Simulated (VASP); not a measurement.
# SiO2 (I-42d) in VASP: further runs

The runs below take SiO2 through electric field gradients, with PBE.

Everything below comes from runs of VASP 6.6.1. Logs are shortened: lines on timing, memory, paths and dates and some standing lists are left out, and cuts for length are marked.

### 1 The cell of the first run

Symmetry: I-42d, No. 122, tetragonal system. Conventional cell: a = 4.811 Å, b = 4.811 Å, c = 7.587 Å, α = 90.00°, β = 90.00°, γ = 90.00°. Si (site symmetry -4) has 4 O at 1.64 Å within 2.2 Å. O (site symmetry 2) has 2 Si at 1.64 Å within 2.2 Å.

### 2 Electric field gradients, PBE (14.63 Å³/atom)

File INCAR:

```
ALGO = Normal ; EDIFF = 1E-8
ENCUT = 520 ; GGA = PE
ISIF = 2 ; ISMEAR = -1
LASPH = T ; LCHARG = F
LEFG = T ; LREAL = F
LWAVE = F ; NBANDS = 25
NELM = 60 ; PREC = Accurate
SIGMA = 0.03
```

File KPOINTS:

```
k-points
0
Gamma
  7 7 7
```

File POSCAR:

```
SiO2
1.0
   -2.4052910826      2.4052910826      3.7932688079
    2.4052910826     -2.4052910826      3.7932688079
    2.4052910826      2.4052910826     -3.7932688079
Si O
2 4
Direct
    0.0000000000      0.0000000000      0.0000000000
    0.7500000000      0.2500000000      0.5000000000
    0.9983800000      0.6250000000      0.8733800000
    0.3750000000      0.2483800000      0.3733800000
    0.7516200000      0.1250000000      0.1266200000
    0.8750000000      0.0016200000      0.6266200000
```

Potentials or basis: VASP PAW PBE potentials, release 64 (Si, O).

Started as:

```sh
$ cat potpaw_PBE.64/Si/POTCAR potpaw_PBE.64/O/POTCAR > POTCAR
$ mpirun -np 1 vasp_std > vasp.out
```

OUTCAR:

```text
EDIFF = 1E-8
   ENCUT = 520
   GGA = PE
   ISIF = 2
   ISMEAR = -1
   LASPH = T
   LREAL = F
   NELM = 60
   PREC = Accurate

 ion  position               nearest neighbor table
   1  0.000  0.000  0.000-   4 1.64   3 1.64   5 1.64   6 1.64   2 3.06   2 3.06   2 3.06   2 3.06

   2  0.750  0.250  0.500-   3 1.64   4 1.64   5 1.64   6 1.64   1 3.06   1 3.06   1 3.06   1 3.06

   3  0.998  0.625  0.873-   2 1.64   1 1.64
   4  0.375  0.248  0.373-   1 1.64   2 1.64
   5  0.752  0.125  0.127-   1 1.64   2 1.64
   6  0.875  0.002  0.627-   1 1.64   2 1.64

  LATTYP: Found a body centered tetragonal cell.
 ALAT       =     4.8105821652
 C/A-ratio  =     1.5770518734

  Lattice vectors:

 A1 = (  -2.4052910826,   2.4052910826,   3.7932688079)
 A2 = (   2.4052910826,  -2.4052910826,   3.7932688079)
 A3 = (   2.4052910826,   2.4052910826,  -3.7932688079)

Analysis of symmetry for initial positions (statically):
=====================================================================
 Subroutine PRICEL returns:
 Original cell was already a primitive cell.

 Routine SETGRP: Setting up the symmetry group for a
 body centered tetragonal supercell.

 Subroutine GETGRP returns: Found  8 space group operations
 (whereof  4 operations were pure point group operations)
 out of a pool of 16 trial point group operations.

The static configuration has the point symmetry S_4 .
 The point group associated with its full space group is D_2d.

Analysis of symmetry for dynamics (positions and initial velocities):
=====================================================================
 Subroutine PRICEL returns:
 Original cell was already a primitive cell.

 Routine SETGRP: Setting up the symmetry group for a
 body centered tetragonal supercell.

 Subroutine GETGRP returns: Found  8 space group operations
 (whereof  4 operations were pure point group operations)
 out of a pool of 16 trial point group operations.

The dynamic configuration has the point symmetry S_4 .
 The point group associated with its full space group is D_2d.

 Subroutine INISYM returns: Found  8 space group operations
 (whereof  4 operations are pure point group operations),
 and found     1 'primitive' translations

----------------------------------------------------------------------------------------

                                     Primitive cell

  volume of cell :      87.7827

  direct lattice vectors                    reciprocal lattice vectors
    -2.405291083  2.405291083  3.793268808     0.000000000  0.207875048  0.131812435
     2.405291083 -2.405291083  3.793268808     0.207875048  0.000000000  0.131812435
     2.405291083  2.405291083 -3.793268808     0.207875048  0.207875048  0.000000000

  length of vectors
     5.095070032  5.095070032  5.095070032     0.246143360  0.246143360  0.293979713

  position of ions in fractional coordinates (direct lattice)
     0.000000000  0.000000000  0.000000000
     0.750000000  0.250000000  0.500000000
     0.998380000  0.625000000  0.873380000
     0.375000000  0.248380000  0.373380000
     0.751620000  0.125000000  0.126620000
     0.875000000  0.001620000  0.626620000

  ion indices of the primitive-cell ions
   primitive index   ion index
                 1           1
                 2           2
                 3           3
                 4           4
                 5           5
                 6           6

----------------------------------------------------------------------------------------

 KPOINTS: k-points

Automatic generation of k-mesh.
[... 57 lines left out ...]
   PREC   = accura    normal or accurate (medium, high low for compatibility)
   ISTART =      0    job   : 0-new  1-cont  2-samecut
   ICHARG =      2    charge: 1-file 2-atom 10-const
   ISPIN  =      1    spin polarized calculation?
   LNONCOLLINEAR =      F non collinear calculations
   LSORBIT =      F    spin-orbit coupling
   LASPH  =      T    aspherical Exc in radial PAW
   ENCUT  =  520.0 eV  38.22 Ry    6.18 a.u.   9.47  9.47  9.47*2*pi/ulx,y,z
   NELM   =     60;   NELMIN=  2; NELMDL= -5     # of ELM steps
   EDIFF  = 0.1E-07   stopping-criterion for ELM
   LREAL  =      F    real-space projection
   EDIFFG = 0.1E-06   stopping-criterion for IOM
   NSW    =      0    number of steps for IOM
   IBRION =     -1    ionic relax: 0-MD 1-quasi-New 2-CG
   NFREE  =      0    steps in history (QN), initial steepest desc. (CG)
   ISIF   =      2    stress and relaxation
   ISYM   =      2    0-nonsym 1-usesym 2-fastsym
   POTIM  = 0.5000    time-step for ionic-motion
   TEBEG  =    0.0;   TEEND  =   0.0 temperature during run
   PSTRESS=    0.0 pullay stress
   NELECT =      32.0000    total number of electrons
   NUPDOWN=      -1.0000    fix difference up-down
   EMIN   =  10.00;   EMAX   =-10.00  energy-range for DOS
   EFERMI =   0.00;   METHOD = LEGACY
   ISMEAR =    -1;   SIGMA  =   0.03  broadening in eV -4-tet -1-fermi 0-gaus
   EFERMI_NEDOS =   21; number of points for ismear=-14 and -15
   IALGO  =     38    algorithm
   IMIX   =      4    mixing-type and parameters
     AMIX     =   0.40;   BMIX     =  1.00
     AMIX_MAG =   1.60;   BMIX_MAG =  1.00
  volume/ion in A,a.u.               =      14.63        98.73
  Fermi-wavevector in a.u.,A,eV,Ry     =   1.169468  2.209975 18.608097  1.367657
  Thomas-Fermi vector in A             =   2.305941
   LORBIT       =      0    0 simple, 1 ext, 2 COOP (PROOUT), +10 PAW based schemes
   GGA     = PE    functional components
   LHFCALC =     F    Hartree Fock is set to
   AEXX    =    0.0000 exact exchange contribution
   IVDW    =     0    specifies the selected vdW correction
   LEPSILON=     F    determine dielectric tensor
   LRPA    =     F    only Hartree local field effects (RPA)
 non-spin polarized calculation
  energy-cutoff  :      520.00
  volume of cell :       87.78
 maximum number of plane-waves:      2383
 NGX is ok and might be reduce to    40
   NGX = 19   NGY = 19   NGZ = 19

 number of electron      32.0000012 magnetization

 Free energy of the ion-electron system (eV)
  ---------------------------------------------------
  ext. energy  EPLUGINS =         0.00000000
  ---------------------------------------------------
  free energy    TOTEN  =       -47.40328049 eV

  energy without entropy =      -47.40328049  energy(sigma->0) =      -47.40328049

 E-fermi :   0.3572     XC(G=0):  -8.3919

 val. band max:       -0.3748613740   @ k =   0.0000   0.0000   0.0000
 cond. band min:       5.3880053813   @ k =   0.0000   0.0000   0.0000
 fundamental gap:      5.7628667552
 Fermi energy:         0.3572220628

 k-point     1 :       0.0000    0.0000    0.0000
  band No.  band energies     occupation
      1     -19.2790      2.00000
      2     -17.2768      2.00000
      3     -17.2581      2.00000
      4     -17.2581      2.00000
      5      -9.0755      2.00000
      6      -5.5310      2.00000
[... 661 lines left out ...]
     24      12.2585      0.00000
     25      12.6138      0.00000

 [... further k-points ...]

------------------------ aborting loop because EDIFF is reached ----------------------------------------

  FORCE on cell =-STRESS in cart. coord.  units (eV):
  Direction    XX          YY          ZZ          XY          YZ          ZX
  --------------------------------------------------------------------------------------
  -------------------------------------------------------------------------------------
  Total       -1.0962175     -1.0962175     -2.2330662      0.0000000     -0.0000000      0.0000000
  in kB      -20.0077586    -20.0077586    -40.7571014      0.0000000     -0.0000000      0.0000000
  external PRESSURE =     -26.9242062 kB  Pullay stress =       0.0000000 kB

 VOLUME and BASIS-vectors are now :
 -----------------------------------------------------------------------------
  energy-cutoff  :      520.00
  volume of cell :       87.78
      direct lattice vectors                 reciprocal lattice vectors
    -2.405291083  2.405291083  3.793268808     0.000000000  0.207875048  0.131812435
     2.405291083 -2.405291083  3.793268808     0.207875048  0.000000000  0.131812435
     2.405291083  2.405291083 -3.793268808     0.207875048  0.207875048  0.000000000

 POSITION                                       TOTAL-FORCE (eV/Angst)
 -----------------------------------------------------------------------------------
      0.00000      0.00000      0.00000        -0.000000     -0.000000      0.000000
      0.00000      2.40529      1.89663        -0.000000      0.000000      0.000000
      1.20265      2.99882      2.84495        -0.000000     -0.345220      0.000000
      0.59353      1.20265      0.94832        -0.345220      0.000000      0.000000
     -1.20265      1.81176      2.84495        -0.000000      0.345220      0.000000
     -0.59353      3.60794      0.94832         0.345220      0.000000      0.000000
 -----------------------------------------------------------------------------------
    total drift:                                0.000001      0.000001      0.000001

  FREE ENERGIE OF THE ION-ELECTRON SYSTEM (eV)
  ---------------------------------------------------
  free  energy   TOTEN  =       -47.4032804874 eV

  energy  without entropy=      -47.4032804874  energy(sigma->0) =      -47.40328049

 Electric field gradients (V/A^2)
---------------------------------------------------------------------
 ion       V_xx      V_yy      V_zz      V_xy      V_xz      V_yz
---------------------------------------------------------------------
   1       3.044     3.043    -6.087    -0.000    -0.000    -0.000
   2       3.043     3.044    -6.087    -0.000    -0.000    -0.000
   3      29.839   -29.791    -0.048     0.003    75.412     0.002
   4     -29.791    29.839    -0.048     0.003     0.002    75.412
   5      29.839   -29.791    -0.048     0.003   -75.407     0.002
   6     -29.791    29.839    -0.048     0.003     0.002   -75.407
---------------------------------------------------------------------

 Electric field gradients after diagonalization (V/A^2)
 (convention: |V_zz| > |V_xx| > |V_yy|)
----------------------------------------------------------------------
 ion       V_xx      V_yy      V_zz     asymmetry (V_yy - V_xx)/ V_zz
----------------------------------------------------------------------
   1       3.044     3.043    -6.087       0.000
   2       3.044     3.043    -6.087       0.000
   3     -61.983   -29.791    91.774       0.351
   4     -61.983   -29.791    91.774       0.351
   5     -61.978   -29.791    91.769       0.351
   6     -61.978   -29.791    91.769       0.351
----------------------------------------------------------------------

           NMR quadrupolar parameters

 Cq : quadrupolar parameter    Cq=e*Q*V_zz/h
 eta: asymmetry parameters     (V_yy - V_xx)/ V_zz
 Q  : nuclear electric quadrupole moment in mb (millibarn)
----------------------------------------------------------------------
 ion       Cq(MHz)       eta       Q (mb)
----------------------------------------------------------------------
   1      -0.015       0.000       1.000
   2      -0.015       0.000       1.000
   3       0.222       0.351       1.000
   4       0.222       0.351       1.000
   5       0.222       0.351       1.000
   6       0.222       0.351       1.000
----------------------------------------------------------------------
```

Wall time 76 s (1 thread of Intel Xeon Platinum 8259CL at 2.50GHz (Skylake/Cascade Lake), shared host); peak memory 0.26 GiB.

Results:

- Free energy: -47.4033 eV
- Pressure: -2.7 GPa
- Largest force: 0.345 eV/Å
- Band gap on the k mesh: 5.76 eV
- Largest electric field gradient by atom: Si -6.1; O +91.8 V/Å²

Forces in eV/Å, atoms in the order of the input:
```
Si   0.000  0.000  0.000
Si   0.000  0.000  0.000
O    0.000 -0.345  0.000
O   -0.345  0.000  0.000
O    0.000  0.345  0.000
O    0.345  0.000  0.000
```

Electric field gradients, principal values (V/Å²):
| atom | least | middle | greatest (by size) |
| --- | --- | --- | --- |
| 1 Si | 3.043 | 3.044 | -6.087 |
| 2 Si | 3.043 | 3.044 | -6.087 |
| 3 O | -29.791 | -61.983 | 91.774 |
| 4 O | -29.791 | -61.983 | 91.774 |
| 5 O | -29.791 | -61.978 | 91.769 |
| 6 O | -29.791 | -61.978 | 91.769 |

Caveat: without QUAD_EFG the Cq values of the log hold for a quadrupole moment of 1 mb, not for the nuclei; an odd mesh through Γ misses points on the zone boundary, where band edges can lie.

(Continued in part 2 of 2.)
